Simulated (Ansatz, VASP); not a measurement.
## Se: VASP beside Ansatz

```
Se
1.0
     0.00000    2.11077    2.11077
     2.11077    0.00000    2.11077
     2.11077    2.11077    0.00000
Se
1
Direct
  0.00000 0.00000 0.00000
```

Alike in both runs: task single point; functional PBE; k mesh 20 × 20 × 20; occupations fermi-dirac, width 0.1 eV; no spin polarisation.

|  | VASP | Ansatz |
| --- | --- | --- |
| version | VASP 6.6.1 | Ansatz 0.2.0 |
| potentials or method | VASP PAW PBE potentials, release 64 (Se), cutoff 520 eV | plane waves (420 eV) with PAW, scalar-relativistic |
| valence electrons in the cell | 6 | 16 |

```tsv
	VASP	Ansatz	Ansatz less VASP
pressure (GPa)	6.8	6.7	-0.03
```

The functional is the same, so the differences come from potentials, cutoffs and numerics. VASP's potentials hold 6 valence electrons a cell and Ansatz's 16, so a difference there can come from the potentials and not from the codes.
